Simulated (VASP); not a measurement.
Set up this calculation in VASP 6.6.1, as the native input.

```
Task                   : single point
Functional             : PBE
Potentials or basis    : VASP PAW PBE potentials, release 64 (C, O)
Cutoff                 : 520 eV
k mesh                 : 6 × 6 × 4
Occupations            : gaussian, width 0.02 eV
Spin                   : no spin polarisation
Dipole correction      : no
Further INCAR settings : ALGO = Normal; EDIFF = 1e-06; NBANDS = 25
```

The structure of CO2 lies in POSCAR:

```
CO2
1.0
    2.6359112300     -2.3873781200      0.0000000000
    2.6359112300      2.3873781200      0.0000000000
    0.0000000000      0.0000000000      6.5871749100
C O
2 4
Direct
    0.0000000000      0.0000000000      0.0000000000
    0.5000000000      0.5000000000      0.5000000000
    0.8065085700      0.1934914300      0.8918433900
    0.1934914300      0.8065085700      0.1081566100
    0.6934914300      0.3065085700      0.3918433900
    0.3065085700      0.6934914300      0.6081566100
```

These files were run (other wordings do the same):

INCAR

```
SYSTEM = CO2
PREC = Accurate ; ENCUT = 520
EDIFF = 1E-6 ; ISMEAR = 0
SIGMA = 0.02 ; LREAL = .FALSE.
LASPH = .TRUE. ; NELM = 80
ALGO = Normal ; ISIF = 2
LWAVE = .FALSE. ; LCHARG = .FALSE.
GGA = PE ; NBANDS = 25
```

KPOINTS

```
regular mesh
0
G
  6 6 4
  0 0 0
```

Potentials or basis: VASP PAW PBE potentials, release 64 (C, O).

Run with:

```console
$ cat potpaw_PBE.64/C/POTCAR potpaw_PBE.64/O/POTCAR > POTCAR
$ mpirun -np 1 vasp_std > vasp.out
```

It gave:

* Pressure: 4.3 GPa
* Largest force: 0.785 eV/Å
* Band gap on the k mesh: 6.61 eV (least direct gap 7.17 eV)

Caveat: the cell stands under pressure; this functional lacks dispersion, which holds the molecules together, so the pressure and a relaxed volume are unreliable.

Wall time 76 s on 1 thread of Intel(R) Xeon(R) Platinum 8259CL CPU @ 2.50GHz (Skylake/Cascade Lake), with other jobs on the host, peak memory 0.21 GiB.
